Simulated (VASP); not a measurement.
# Ru in VASP: further runs

Ru is run at these levels: PBEsol; tasks: single point.

All numbers are computed with VASP 6.6.1; they aren't measurements. Logs are shortened: lines on timing, memory, paths and dates and some standing lists are left out, and cuts for length are marked.

## 1. The cell of the first run

The cell holds a wire or tube with vacuum around it, 4 atoms: a = 11.500 Å, b = 9.300 Å, c = 4.558 Å, α = 90.00°, β = 90.00°, γ = 90.00°.

## 2. Single point, PBEsol, collinear spin, ferromagnetic start

File INCAR:

```
SYSTEM = Ru
  PREC = Accurate
  ENCUT = 520
  EDIFF = 1E-6
  ISMEAR = 0
  SIGMA = 0.05
  LREAL = .FALSE.
  LASPH = .TRUE.
  NELM = 150
  ALGO = Normal
  ISIF = 2
  LWAVE = .FALSE.
  LCHARG = .FALSE.
  ISPIN = 2
  MAGMOM = 1.5 1.5 1.5 1.5
  LORBIT = 11
  LMAXMIX = 4
  GGA = PS
  NBANDS = 40
  LUSENCCL = .FALSE.
```

File KPOINTS:

```
regular mesh
0
G
  1 1 14
  0 0 0
```

File POSCAR:

```
Ru
1.0
   11.5000000000      0.0000000000      0.0000000000
    0.0000000000      9.3000000000      0.0000000000
    0.0000000000      0.0000000000      4.5580504772
Ru
4
Direct
    0.4005593242      0.5000000000      0.0000000000
    0.4005593242      0.5000000000      0.5000000000
    0.5994406758      0.5000000000      0.0000000000
    0.5994406758      0.5000000000      0.5000000000
```

Potentials or basis: VASP PAW PBE potentials, release 64 (Ru_pv).

Started as:

```bash
$ cat potpaw_PBE.64/Ru_pv/POTCAR > POTCAR
$ mpirun -np 1 vasp_std > vasp.out
```

OUTCAR:

```text
SYSTEM = Ru
   PREC = Accurate
   ENCUT = 520
   EDIFF = 1E-6
   ISMEAR = 0
   LREAL = .FALSE.
   LASPH = .TRUE.
   NELM = 150
   ISIF = 2
   ISPIN = 2
   LORBIT = 11
   GGA = PS

 ion  position               nearest neighbor table
   1  0.401  0.500  0.000-   2 2.28   2 2.28   3 2.29   4 3.23   4 3.23
   2  0.401  0.500  0.500-   1 2.28   1 2.28   4 2.29   3 3.23   3 3.23
   3  0.599  0.500  0.000-   4 2.28   4 2.28   1 2.29   2 3.23   2 3.23
   4  0.599  0.500  0.500-   3 2.28   3 2.28   2 2.29   1 3.23   1 3.23

  LATTYP: Found a simple orthorhombic cell.
 ALAT       =     4.5580504772
 B/A-ratio  =     2.0403459871
 C/A-ratio  =     2.5230084786

  Lattice vectors:

 A1 = (   0.0000000000,   0.0000000000,  -4.5580504772)
 A2 = (   0.0000000000,   9.3000000000,   0.0000000000)
 A3 = (  11.5000000000,   0.0000000000,   0.0000000000)

Analysis of symmetry for initial positions (statically):
=====================================================================
 Subroutine PRICEL returns following result:

  LATTYP: Found a simple orthorhombic cell.
 ALAT       =     2.2790252386
 B/A-ratio  =     4.0806919741
 C/A-ratio  =     5.0460169573

  Lattice vectors:

 A1 = (   0.0000000000,   0.0000000000,  -2.2790252386)
 A2 = (   0.0000000000,   9.3000000000,   0.0000000000)
 A3 = (  11.5000000000,   0.0000000000,   0.0000000000)

   2 primitive cells build up your supercell.

 Routine SETGRP: Setting up the symmetry group for a
 simple orthorhombic supercell.

 Subroutine GETGRP returns: Found  8 space group operations
 (whereof  8 operations were pure point group operations)
 out of a pool of  8 trial point group operations.

The static configuration has the point symmetry D_2h.

Analysis of symmetry for dynamics (positions and initial velocities):
=====================================================================
 Subroutine PRICEL returns following result:

  LATTYP: Found a simple orthorhombic cell.
 ALAT       =     2.2790252386
 B/A-ratio  =     4.0806919741
 C/A-ratio  =     5.0460169573

  Lattice vectors:

 A1 = (   0.0000000000,   0.0000000000,  -2.2790252386)
 A2 = (   0.0000000000,   9.3000000000,   0.0000000000)
 A3 = (  11.5000000000,   0.0000000000,   0.0000000000)

   2 primitive cells build up your supercell.

 Routine SETGRP: Setting up the symmetry group for a
 simple orthorhombic supercell.

 Subroutine GETGRP returns: Found  8 space group operations
 (whereof  8 operations were pure point group operations)
 out of a pool of  8 trial point group operations.

The dynamic configuration has the point symmetry D_2h.

Analysis of structural, dynamic, and magnetic symmetry:
=====================================================================
 Subroutine PRICEL returns following result:

  LATTYP: Found a simple orthorhombic cell.
 ALAT       =     2.2790252386
 B/A-ratio  =     4.0806919741
 C/A-ratio  =     5.0460169573

  Lattice vectors:

 A1 = (   0.0000000000,   0.0000000000,  -2.2790252386)
 A2 = (   0.0000000000,   9.3000000000,   0.0000000000)
 A3 = (  11.5000000000,   0.0000000000,   0.0000000000)

   2 primitive cells build up your supercell.

 Routine SETGRP: Setting up the symmetry group for a
 simple orthorhombic supercell.

 Subroutine GETGRP returns: Found  8 space group operations
 (whereof  8 operations were pure point group operations)
 out of a pool of  8 trial point group operations.

The overall configuration has the point symmetry D_2h.

 Subroutine INISYM returns: Found  8 space group operations
 (whereof  8 operations are pure point group operations),
 and found     2 'primitive' translations

----------------------------------------------------------------------------------------

                                     Primitive cell

  volume of cell :     243.7417

  direct lattice vectors                    reciprocal lattice vectors
     0.000000000  0.000000000 -2.279025239     0.000000000  0.000000000 -0.438784083
     0.000000000  9.300000000  0.000000000    -0.000000000  0.107526882  0.000000000
    11.500000000  0.000000000  0.000000000     0.086956522 -0.000000000  0.000000000

  length of vectors
     2.279025239  9.300000000 11.500000000     0.438784083  0.107526882  0.086956522

  position of ions in fractional coordinates (direct lattice)
     0.000000000  0.500000000  0.400559324
     0.000000000  0.500000000  0.599440676

  ion indices of the primitive-cell ions
   primitive index   ion index
                 1           1
                 2           3

----------------------------------------------------------------------------------------

 KPOINTS: regular mesh

Automatic generation of k-mesh.
 Grid dimensions read from file:
 generate k-points for:    1    1   14

 Generating k-lattice:

  Cartesian coordinates                     Fractional coordinates (reciprocal lattice)
     0.086956522  0.000000000  0.000000000     1.000000000  0.000000000  0.000000000
[... 77 lines left out ...]
 maximum number of plane-waves:     13161
 NGX is ok and might be reduce to    90

 number of electron      56.0000009 magnetization       0.0007136

 Free energy of the ion-electron system (eV)
  ---------------------------------------------------
  ext. energy  EPLUGINS =         0.00000000
  ---------------------------------------------------
  free energy    TOTEN  =       -27.16012113 eV

  energy without entropy =      -27.14792567  energy(sigma->0) =      -27.15402340

 E-fermi :  -2.7850     XC(G=0):  -3.0966

 val. band max:       -2.8254943248   @ k =   0.0000   0.0000   0.2857
 cond. band min:      -2.7813820205   @ k =   0.0000   0.0000   0.4286
 fundamental gap:      0.0441123043
 Fermi energy:        -2.7849843083

 spin component 1

 k-point     1 :       0.0000    0.0000    0.0000
  band No.  band energies     occupation
      1     -46.9038      1.00000
      2     -46.7373      1.00000
      3     -46.2455      1.00000
      4     -45.9285      1.00000
      5     -45.5384      1.00000
      6     -45.3962      1.00000
[... 32 lines left out ...]
     39       1.8762      0.00000
     40       2.5390      0.00000

 k-point     2 :       0.0000    0.0000    0.0714
  band No.  band energies     occupation
      1     -46.8770      1.00000
      2     -46.7111      1.00000
      3     -46.2416      1.00000
      4     -45.9326      1.00000
      5     -45.5348      1.00000
      6     -45.3928      1.00000
[... 247 lines left out ...]
     39       2.4262      0.00000
     40       2.8928      0.00000

 k-point     8 :       0.0000    0.0000    0.5000
  band No.  band energies     occupation
      1     -46.0898      1.00000
      2     -46.0898      1.00000
      3     -45.7904      1.00000
      4     -45.7904      1.00000
      5     -45.6510      1.00000
      6     -45.6510      1.00000
[... 32 lines left out ...]
     39       2.3137      0.00000
     40       2.3137      0.00000
 Fermi energy:        -2.7849843083

 spin component 2

 k-point     1 :       0.0000    0.0000    0.0000
  band No.  band energies     occupation
      1     -46.9037      1.00000
      2     -46.7372      1.00000
      3     -46.2454      1.00000
      4     -45.9284      1.00000
      5     -45.5383      1.00000
      6     -45.3961      1.00000
[... 32 lines left out ...]
     39       1.8792      0.00000
     40       2.5410      0.00000

 k-point     2 :       0.0000    0.0000    0.0714
  band No.  band energies     occupation
      1     -46.8770      1.00000
      2     -46.7111      1.00000
      3     -46.2415      1.00000
      4     -45.9325      1.00000
      5     -45.5348      1.00000
      6     -45.3927      1.00000
[... 247 lines left out ...]
     39       2.4263      0.00000
     40       2.8936      0.00000

 k-point     8 :       0.0000    0.0000    0.5000
  band No.  band energies     occupation
      1     -46.0898      1.00000
      2     -46.0898      1.00000
      3     -45.7904      1.00000
      4     -45.7904      1.00000
      5     -45.6509      1.00000
      6     -45.6509      1.00000
[... 32 lines left out ...]
     39       2.3145      0.00000
     40       2.3145      0.00000

------------------------ aborting loop because EDIFF is reached ----------------------------------------

  FORCE on cell =-STRESS in cart. coord.  units (eV):
  Direction    XX          YY          ZZ          XY          YZ          ZX
  --------------------------------------------------------------------------------------
  -------------------------------------------------------------------------------------
  Total        0.2294514     -0.0918252      0.5137585      0.0000000      0.0000000      0.0000000
  in kB        0.7541214     -0.3017954      1.6885334      0.0000000      0.0000000      0.0000000
  external PRESSURE =       0.7136198 kB  Pullay stress =       0.0000000 kB

 VOLUME and BASIS-vectors are now :
 -----------------------------------------------------------------------------
  energy-cutoff  :      520.00
  volume of cell :      487.48
      direct lattice vectors                 reciprocal lattice vectors
    11.500000000  0.000000000  0.000000000     0.086956522  0.000000000  0.000000000
     0.000000000  9.300000000  0.000000000     0.000000000  0.107526882  0.000000000
     0.000000000  0.000000000  4.558050477     0.000000000  0.000000000  0.219392042

 POSITION                                       TOTAL-FORCE (eV/Angst)
 -----------------------------------------------------------------------------------
      4.60643      4.65000      0.00000        -0.060961      0.000000     -0.000000
      4.60643      4.65000      2.27903        -0.060961      0.000000     -0.000000
      6.89357      4.65000      0.00000         0.060961     -0.000000      0.000000
      6.89357      4.65000      2.27903         0.060961     -0.000000      0.000000
 -----------------------------------------------------------------------------------
    total drift:                               -0.000000     -0.000000     -0.000000

  FREE ENERGIE OF THE ION-ELECTRON SYSTEM (eV)
  ---------------------------------------------------
  free  energy   TOTEN  =       -27.1601211315 eV

  energy  without entropy=      -27.1479256655  energy(sigma->0) =      -27.15402340

 total charge

# of ion       s       p       d       tot
------------------------------------------
    1        0.429   6.146   6.145  12.720
    2        0.429   6.146   6.145  12.720
    3        0.429   6.146   6.145  12.720
    4        0.429   6.146   6.145  12.720
--------------------------------------------------
tot          1.715  24.583  24.581  50.880

 magnetization (x)

# of ion       s       p       d       tot
------------------------------------------
    1        0.000   0.000   0.000   0.000
    2        0.000   0.000   0.000   0.000
    3        0.000   0.000   0.000   0.000
    4        0.000   0.000   0.000   0.000
--------------------------------------------------
tot          0.000   0.000   0.000   0.000
```

It took 1.9 min on 1 × NVIDIA H100 80GB with 1 thread of Intel Xeon Platinum 8481C at 2.70GHz (Sapphire Rapids), shared host; peak memory 1.5 GiB.

What came out:

* Free energy: -27.1601 eV
* Largest force: 0.061 eV/Å
* Band gap on the k mesh: zero (filled and empty bands overlap)
* Net moment: 0.00 μB per cell
* Valence electrons inside the program's atomic spheres: Ru 12.72

Forces on the atoms (eV/Å):
```
Ru  -0.061  0.000  0.000
Ru  -0.061  0.000  0.000
Ru   0.061  0.000  0.000
Ru   0.061  0.000  0.000
```

Caveat: the PAW data sets were made with another functional, which shifts forces and pressure a little.

## 3. Single point, PBEsol, collinear spin, ferromagnetic start

This run uses another cell than the first one.

File INCAR:

```
SYSTEM = Ru
ALGO = Normal
EDIFF = 1E-6
ENCUT = 520
GGA = PS
ISIF = 2
ISMEAR = 0
ISPIN = 2
LASPH = .True.
LCHARG = .False.
LMAXMIX = 4
LORBIT = 11
LREAL = .False.
LUSENCCL = .False.
LWAVE = .False.
MAGMOM = 1.5 1.5 1.5 1.5
NBANDS = 40
NELM = 150
PREC = Accurate
SIGMA = 0.05
```

File KPOINTS:

```
k-points
0
Gamma
  1 1 14
  0 0 0
```

File POSCAR:

```
Ru
1.0
   11.5000000000      0.0000000000      0.0000000000
    0.0000000000      9.3000000000      0.0000000000
    0.0000000000      0.0000000000      4.7387842422
Ru
4
Direct
    0.3918320988      0.5000000000      0.0000000000
    0.3918320988      0.5000000000      0.5000000000
    0.6081679012      0.5000000000      0.0000000000
    0.6081679012      0.5000000000      0.5000000000
```

Potentials or basis: VASP PAW PBE potentials, release 64 (Ru_pv).

Started as:

```bash
$ cat potpaw_PBE.64/Ru_pv/POTCAR > POTCAR
$ mpirun -np 1 vasp_std > vasp.out
```

Wall time 3.1 min (1 × NVIDIA H100 80GB with 1 thread of Intel Xeon Platinum 8481C at 2.70GHz (Sapphire Rapids), shared host); peak memory 1.5 GiB.

Results (log left out):

```yaml
Free_energy: -26.4669 eV
Largest_force: 1.762 eV/Å
Net_moment: 0.83 μB per cell
Site_moments: Ru +0.17 μB
Valence_electrons_inside_the_program's_atomic_spheres: Ru 12.53
```

Forces in eV/Å, atoms in the order of the input:
```
Ru   1.762  0.000  0.000
Ru   1.762  0.000  0.000
Ru  -1.762  0.000  0.000
Ru  -1.762  0.000  0.000
```

Levels at points of the mesh, in eV from the Fermi level:
Spin up:
```csv
k point,band 25,band 26,band 27,band 28,band 29,band 30,band 31,band 32
"(0.00, 0.00, 0.00)",-0.71,0.12,0.31,0.35,0.36,0.74,1.39,1.57
"(0.00, 0.00, 0.50)",-1.40,-1.40,-0.86,-0.86,-0.61,-0.61,-0.18,-0.18
```
Spin down:
| k point | band 24 | band 25 | band 26 | band 27 | band 28 | band 29 | band 30 | band 31 |
| --- | --- | --- | --- | --- | --- | --- | --- | --- |
| (0.00, 0.00, 0.00) | -0.78 | -0.50 | 0.24 | 0.43 | 0.49 | 0.57 | 0.83 | 1.50 |
| (0.00, 0.00, 0.50) | -1.34 | -1.29 | -1.29 | -0.75 | -0.75 | -0.51 | -0.51 | -0.08 |

Caveat: a moment this small can come from the mesh or the smearing; the PAW data sets were made with another functional, which shifts forces and pressure a little.

## 4. Single point, PBEsol, collinear spin, ferromagnetic start

This run uses another cell than the first one: it holds 2 atoms, not 4.

File INCAR:

```
SYSTEM = Ru
  PREC = Accurate
  ENCUT = 400
  EDIFF = 1E-6
  ISMEAR = 0
  SIGMA = 0.05
  LREAL = .False.
  LASPH = .True.
  NELM = 200
  ALGO = Normal
  ISIF = 2
  LWAVE = .False.
  LCHARG = .False.
  ISPIN = 2
  MAGMOM = 1.5 1.5
  LORBIT = 11
  LMAXMIX = 4
  GGA = PS
  NBANDS = 25
  GGA_COMPAT = .False.
```

File KPOINTS:

```
Automatic mesh
0
Gamma
  1 1 18
  0 0 0
```

File POSCAR:

```
Ru
1.0
    9.0000000000      0.0000000000      0.0000000000
    0.0000000000      9.3000000000      0.0000000000
    0.0000000000      0.0000000000      4.3399111936
Ru
2
Direct
    0.5000000000      0.5000000000     -0.0175119870
    0.5000000000      0.5000000000      0.4825119870
```

Started as:

```bash
$ cat potpaw_PBE.64/Ru_pv/POTCAR > POTCAR
$ mpirun -np 1 vasp_std > vasp.out
```

Wall time 2.7 min (1 thread of Intel Xeon Platinum 8175M at 2.50GHz (Skylake/Cascade Lake), shared host); peak memory 0.43 GiB.

Results (log left out):

* Free energy: -11.1965 eV
* Net moment: 1.78 μB per cell
* Site moments: Ru +0.82 μB
* Valence electrons inside the program's atomic spheres: Ru 12.71

Levels at points of the mesh, in eV from the Fermi level:
Spin up:
```csv
k point,band 10,band 11,band 12,band 13,band 14,band 15,band 16,band 17,band 18,band 19
"(0.00, 0.00, 0.00)",-1.88,-1.88,-1.52,-0.10,-0.10,1.71,2.49,2.49,2.55,2.57
"(0.00, 0.00, 0.50)",-2.10,-1.69,-1.69,-1.06,-1.06,-1.06,-1.06,0.59,0.59,5.56
```
Spin down:
| k point | band 8 | band 9 | band 10 | band 11 | band 12 | band 13 | band 14 | band 15 | band 16 | band 17 |
| --- | --- | --- | --- | --- | --- | --- | --- | --- | --- | --- |
| (0.00, 0.00, 0.00) | -4.29 | -4.29 | -1.21 | -1.12 | -1.12 | 0.78 | 0.78 | 2.31 | 2.70 | 2.71 |
| (0.00, 0.00, 0.50) | -1.78 | -1.77 | -1.77 | -1.25 | -1.25 | -0.25 | -0.25 | -0.25 | -0.25 | 0.80 |

Caveat: the PAW data sets were made with another functional, which shifts forces and pressure a little.

## 5. Single point, PBEsol, collinear spin, ferromagnetic start

This run uses another cell than the first one: it holds 2 atoms, not 4.

File INCAR:

```
PREC = Accurate ; ENCUT = 400
EDIFF = 1E-6 ; ISMEAR = 0
SIGMA = 0.05 ; LREAL = False
LASPH = True ; NELM = 200
ALGO = Normal ; ISIF = 2
LWAVE = False ; LCHARG = True
ISPIN = 2 ; MAGMOM = 1.5 1.5
LORBIT = 11 ; LMAXMIX = 4
GGA = PS ; LELF = True
LVHAR = True ; NBANDS = 25
GGA_COMPAT = False
```

File KPOINTS:

```
regular mesh
0
Gamma
  1 1 18
```

File POSCAR:

```
Ru
1.0
    9.0000000000      0.0000000000      0.0000000000
    0.0000000000      9.3000000000      0.0000000000
    0.0000000000      0.0000000000      4.7387842422
Ru
2
Direct
    0.5000000000      0.5000000000      0.0000000000
    0.5000000000      0.5000000000      0.4650000000
```

Started as:

```bash
$ cat potpaw_PBE.64/Ru_pv/POTCAR > POTCAR
$ mpirun -np 1 vasp_std > vasp.out
```

Wall time 3.3 min (1 thread of Intel Xeon Platinum 8175M at 2.50GHz (Skylake/Cascade Lake), shared host); peak memory 0.47 GiB.

It converged, with:

* Free energy: -10.7261 eV
* Largest force: 0.199 eV/Å
* Net moment: 2.68 μB per cell
* Site moments: Ru +1.18 μB
* Valence electrons inside the program's atomic spheres: Ru 12.48

Forces in eV/Å, atoms in the order of the input:
```
Ru   0.000  0.000  0.199
Ru   0.000  0.000 -0.199
```

Levels at points of the mesh, in eV from the Fermi level:
Spin up:
| k point | band 11 | band 12 | band 13 | band 14 | band 15 | band 16 | band 17 | band 18 | band 19 | band 20 |
| --- | --- | --- | --- | --- | --- | --- | --- | --- | --- | --- |
| (0.00, 0.00, 0.00) | -1.86 | -1.50 | -0.65 | -0.65 | 0.78 | 1.24 | 1.24 | 2.47 | 2.49 | 4.57 |
| (0.00, 0.00, 0.50) | -1.50 | -1.28 | -1.28 | -1.18 | -1.08 | -1.08 | 0.06 | 0.07 | 4.81 | 4.84 |
Spin down:
```csv
k point,band 10,band 11,band 12,band 13,band 14,band 15
"(0.00, 0.00, 0.00)",-0.96,-0.84,-0.84,0.48,0.48,1.62
"(0.00, 0.00, 0.50)",-0.66,-0.66,-0.63,-0.45,-0.44,0.01
```

Caveat: the PAW data sets were made with another functional, which shifts forces and pressure a little.

## 6. The runs side by side

```csv
cell,k mesh,cutoff (eV),gap on the mesh (eV),moment (μB),largest force (eV/Å)
"a = 11.500, b = 9.300, c = 4.558 Å, 4 atoms, atomic positions A",1 × 1 × 14,520,none,0.00,0.06
"a = 11.500, b = 9.300, c = 4.739 Å, 4 atoms, atomic positions B",1 × 1 × 14,520,none,0.83,1.76
"a = 9.000, b = 9.300, c = 4.340 Å, 2 atoms, atomic positions C",1 × 1 × 18,400,none,1.78,-
"a = 9.000, b = 9.300, c = 4.739 Å, 2 atoms, atomic positions D",1 × 1 × 18,400,none,2.68,0.20
```

Alike in all rows: task single point; level PBEsol; potentials or basis VASP PAW PBE potentials, release 64 (Ru_pv); spin collinear, ferromagnetic start; smearing gaussian 0.05 eV.

Caveats: the PAW data sets were made with another functional, which shifts forces and pressure a little; a moment this small can come from the mesh or the smearing (at least some runs).

Total energies depend on the potentials used, so only differences within one code and one set of settings carry meaning.

The gap in the log of VASP goes by the Fermi energy; the results here count the filled bands.